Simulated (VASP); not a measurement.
# In (P6_3/mmc) in VASP: further runs, part 2 of 2

VASP 6.6.1. Earlier steps stand in the parts before.

### Step 3. Single point, LDA (volume scaled by 0.94)

Input file INCAR:

```
  ALGO = Fast
  EDIFF = 1E-6
  ENCUT = 520
  ISIF = 2
  ISMEAR = -1
  LASPH = T
  LCHARG = T
  LELF = T
  LREAL = F
  LVHAR = T
  LWAVE = F
  NBANDS = 20
  NELM = 100
  PREC = Accurate
  SIGMA = 0.05
```

Input file KPOINTS:

```
k-points
0
Gamma
  9 9 5
```

Input file POSCAR:

```
In
1.0
    3.2673945583      0.0000000000      0.0000000000
   -1.6336972791      2.8296466917      0.0000000000
    0.0000000000      0.0000000000      5.3966798754
In
2
Direct
    0.6666666667      0.3333333333      0.7500000000
    0.3333333333      0.6666666667      0.2500000000
```

Potentials or basis: VASP PAW LDA potentials, release 64 (In_d).

Run with:

```console
> cat potpaw_LDA.64/In_d/POTCAR > POTCAR
> mpirun -np 1 vasp_std > vasp.out
```

OUTCAR:

```text
EDIFF = 1E-6
   ENCUT = 520
   ISIF = 2
   ISMEAR = -1
   LASPH = T
   LREAL = F
   NELM = 100
   PREC = Accurate

 ion  position               nearest neighbor table
   1  0.667  0.333  0.750-   2 3.29   2 3.29   2 3.29   2 3.29   2 3.29   2 3.29
   2  0.333  0.667  0.250-   1 3.29   1 3.29   1 3.29   1 3.29   1 3.29   1 3.29

  LATTYP: Found a hexagonal cell.
 ALAT       =     3.2673945583
 C/A-ratio  =     1.6516768266

  Lattice vectors:

 A1 = (   3.2673945583,   0.0000000000,   0.0000000000)
 A2 = (  -1.6336972791,   2.8296466917,   0.0000000000)
 A3 = (   0.0000000000,   0.0000000000,   5.3966798754)

Analysis of symmetry for initial positions (statically):
=====================================================================
 Subroutine PRICEL returns:
 Original cell was already a primitive cell.

 Routine SETGRP: Setting up the symmetry group for a
 hexagonal supercell.

 Subroutine GETGRP returns: Found 24 space group operations
 (whereof 12 operations were pure point group operations)
 out of a pool of 24 trial point group operations.

The static configuration has the point symmetry D_3d.
 The point group associated with its full space group is D_6h.

Analysis of symmetry for dynamics (positions and initial velocities):
=====================================================================
 Subroutine PRICEL returns:
 Original cell was already a primitive cell.

 Routine SETGRP: Setting up the symmetry group for a
 hexagonal supercell.

 Subroutine GETGRP returns: Found 24 space group operations
 (whereof 12 operations were pure point group operations)
 out of a pool of 24 trial point group operations.

The dynamic configuration has the point symmetry D_3d.
 The point group associated with its full space group is D_6h.

 Subroutine INISYM returns: Found 24 space group operations
 (whereof 12 operations are pure point group operations),
[... 104 lines left out ...]
   POTIM  = 0.5000    time-step for ionic-motion
   TEBEG  =    0.0;   TEEND  =   0.0 temperature during run
   PSTRESS=    0.0 pullay stress
   NELECT =      26.0000    total number of electrons
   NUPDOWN=      -1.0000    fix difference up-down
   EMIN   =  10.00;   EMAX   =-10.00  energy-range for DOS
   EFERMI =   0.00;   METHOD = LEGACY
   ISMEAR =    -1;   SIGMA  =   0.05  broadening in eV -4-tet -1-fermi 0-gaus
   EFERMI_NEDOS =   21; number of points for ismear=-14 and -15
   IALGO  =     68    algorithm
   IMIX   =      4    mixing-type and parameters
     AMIX     =   0.40;   BMIX     =  1.00
     AMIX_MAG =   1.60;   BMIX_MAG =  1.00
  volume/ion in A,a.u.               =      24.95       168.36
  Fermi-wavevector in a.u.,A,eV,Ry     =   1.317384  2.489495 23.612928  1.735501
  Thomas-Fermi vector in A             =   2.447429
   LORBIT       =      0    0 simple, 1 ext, 2 COOP (PROOUT), +10 PAW based schemes
   GGA     = CA    functional components
   LHFCALC =     F    Hartree Fock is set to
   AEXX    =    0.0000 exact exchange contribution
   IVDW    =     0    specifies the selected vdW correction
   LEPSILON=     F    determine dielectric tensor
   LRPA    =     F    only Hartree local field effects (RPA)
 non-spin polarized calculation
 RMM-DIIS sequential band-by-band and
  energy-cutoff  :      520.00
  volume of cell :       49.90
 maximum number of plane-waves:      1365
   NGX = 13   NGY = 13   NGZ = 21

 number of electron      26.0000020 magnetization

 Free energy of the ion-electron system (eV)
  ---------------------------------------------------
  ext. energy  EPLUGINS =         0.00000000
  ---------------------------------------------------
  free energy    TOTEN  =        -6.39874948 eV

  energy without entropy =       -6.38706559  energy(sigma->0) =       -6.39290753

 E-fermi :   7.8256     XC(G=0): -10.7567

 val. band max:        7.7911378247   @ k =   0.3333   0.2222   0.2000
 cond. band min:       7.8995794541   @ k =   0.4444  -0.0000   0.2000
 fundamental gap:      0.1084416294
 Fermi energy:         7.8256130655

 k-point     1 :       0.0000    0.0000    0.0000
  band No.  band energies     occupation
      1      -6.9213      2.00000
      2      -6.8423      2.00000
      3      -6.8099      2.00000
      4      -6.8099      2.00000
      5      -6.7772      2.00000
      6      -6.7772      2.00000
[... 541 lines left out ...]
     19      14.7189      0.00000
     20      22.7752      0.00000

 [... further k-points ...]
[... 5 lines left out ...]
  --------------------------------------------------------------------------------------
  -------------------------------------------------------------------------------------
  Total       -0.1165345     -0.1165345     -0.3338881     -0.0000000     -0.0000000      0.0000000
  in kB       -3.7420082     -3.7420082    -10.7213907     -0.0000000     -0.0000000      0.0000000
  external PRESSURE =      -6.0684690 kB  Pullay stress =       0.0000000 kB

 VOLUME and BASIS-vectors are now :
 -----------------------------------------------------------------------------
  energy-cutoff  :      520.00
  volume of cell :       49.90
      direct lattice vectors                 reciprocal lattice vectors
     3.267394558  0.000000000  0.000000000     0.306054253  0.176700505  0.000000000
    -1.633697279  2.829646692  0.000000000     0.000000000  0.353401010  0.000000000
     0.000000000  0.000000000  5.396679875     0.000000000  0.000000000  0.185299114

 POSITION                                       TOTAL-FORCE (eV/Angst)
 -----------------------------------------------------------------------------------
      1.63370      0.94322      4.04751         0.000000      0.000000      0.000000
     -0.00000      1.88643      1.34917        -0.000000     -0.000000      0.000000
 -----------------------------------------------------------------------------------
    total drift:                               -0.000000      0.000000      0.000000

  FREE ENERGIE OF THE ION-ELECTRON SYSTEM (eV)
  ---------------------------------------------------
  free  energy   TOTEN  =        -6.3987494817 eV

  energy  without entropy=       -6.3870655876  energy(sigma->0) =       -6.39290753
```

stdout:

```text
POSCAR found type information on POSCAR In
 POSCAR found :  1 types and       2 ions
 scaLAPACK will be used
 LDA part: xc-table for (Slater(with rela. corr.)+CA(PZ))
 , standard interpolation
 POSCAR, INCAR and KPOINTS ok, starting setup
 FFT: planning ... GRIDC
 FFT: planning ... GRID_SOFT
 FFT: planning ... GRID
 WAVECAR not read
 entering main loop
```

It took 60 s on 1 thread of AMD EPYC 7R13, shared host; peak memory 0.12 GiB.

Results:

```yaml
Free_energy: -6.3987 eV
Pressure: -0.6 GPa
Band_gap_on_the_k_mesh: zero (band 13 reaches 10.03 eV, above the bottom of band 14 at 5.79 eV)
```

Stress tensor (GPa, compression positive):
```
-0.37  0.00  0.00
 0.00 -0.37  0.00
 0.00  0.00 -1.07
```

Caveat: spin-orbit coupling is left out, which moves the levels of the heavy elements.

### Step 4. Single point, LDA (volume scaled by 0.96)

Input file INCAR:

```
SYSTEM = In
ALGO = Normal
EDIFF = 1E-6
ENCUT = 520
GGA = CA
ISIF = 2
ISMEAR = -1
LASPH = .TRUE.
LCHARG = .FALSE.
LREAL = .FALSE.
LWAVE = .FALSE.
NBANDS = 20
NELM = 100
PREC = Accurate
SIGMA = 0.05
```

Input file KPOINTS:

```
k-points
0
G
  9 9 5
  0 0 0
```

Input file POSCAR:

```
In
1.0
    3.2904051372      0.0000000000      0.0000000000
   -1.6452025686      2.8495744376      0.0000000000
    0.0000000000      0.0000000000      5.4346859154
In
2
Direct
    0.6666666667      0.3333333333      0.7500000000
    0.3333333333      0.6666666667      0.2500000000
```

Run with:

```console
> cat potpaw_LDA.64/In_d/POTCAR > POTCAR
> mpirun -np 1 vasp_std > vasp.out
```

Wall time 37 s (1 thread of AMD EPYC 7R13, shared host); peak memory 0.13 GiB.

The run converged. Its results:

| Property | Result |
| --- | --- |
| Free energy | -6.3928 eV |
| Pressure | -1.4 GPa |
| Band gap on the k mesh | zero (band 13 reaches 9.73 eV, above the bottom of band 14 at 5.58 eV) |

Stress tensor (GPa, compression positive):
```
-1.25  0.00  0.00
 0.00 -1.25  0.00
 0.00  0.00 -1.70
```

Levels at points of the mesh, in eV from the Fermi level:
```csv
k point,band 10,band 11,band 12,band 13,band 14,band 15,band 16,band 17
"(0.00, 0.00, 0.00)",-14.29,-9.80,-4.57,-3.56,8.52,8.52,10.41,10.41
```

Caveat: spin-orbit coupling is left out, which moves the levels of the heavy elements.

### Step 5. Single point, LDA (volume scaled by 0.98)

Edit INCAR of step 4 so:

```diff
@@ -2,3 +2,3 @@
 ALGO = Normal
-EDIFF = 1E-6
+EDIFF = 1E-7
 ENCUT = 520
```

KPOINTS is that of step 4.

Input file POSCAR:

```
In
1.0
    3.3130983036      0.0000000000      0.0000000000
   -1.6565491518      2.8692272962      0.0000000000
    0.0000000000      0.0000000000      5.4721676924
In
2
Direct
    0.6666666667      0.3333333333      0.7500000000
    0.3333333333      0.6666666667      0.2500000000
```

Run with:

```console
> cat potpaw_LDA.64/In_d/POTCAR > POTCAR
> mpirun -np 1 vasp_std > vasp.out
```

Run time: 66 s. Hardware: 1 thread of AMD EPYC 7R13, shared host; peak memory 0.14 GiB.

The run converged. Its results:

* Free energy: -6.3811 eV
* Pressure: -2.2 GPa
* Band gap on the k mesh: zero (band 13 reaches 9.44 eV, above the bottom of band 14 at 5.39 eV)

Stress tensor (GPa, compression positive):
```
-2.17  0.00  0.00
 0.00 -2.17  0.00
 0.00  0.00 -2.38
```

Levels at points of the mesh, in eV from the Fermi level:
```tsv
k point	band 11	band 12	band 13	band 14	band 15	band 16
(0.00, 0.00, 0.00)	-9.65	-4.56	-3.46	8.38	8.38	10.24
```

Caveat: spin-orbit coupling is left out, which moves the levels of the heavy elements.

### Step 6. The runs side by side

```tsv
cell	gap on the mesh (eV)	pressure (GPa)
a = 3.401, b = 3.401, c = 5.617 Å, angles 90.0, 90.0, 120.0°, 2 atoms	none	-4.4
a = 3.267, b = 3.267, c = 5.397 Å, angles 90.0, 90.0, 120.0°, 2 atoms	none	-0.6
a = 3.290, b = 3.290, c = 5.435 Å, angles 90.0, 90.0, 120.0°, 2 atoms	none	-1.4
a = 3.313, b = 3.313, c = 5.472 Å, angles 90.0, 90.0, 120.0°, 2 atoms	none	-2.2
```

Alike in all rows: task single point; level LDA; potentials or basis VASP PAW LDA potentials, release 64 (In_d); no spin polarisation; k mesh 9 × 9 × 5; cutoff (eV) 520; smearing fermi-dirac 0.05 eV.

Caveats: spin-orbit coupling is left out, which moves the levels of the heavy elements.

Absolute energies hang on the potentials; compare differences alone.
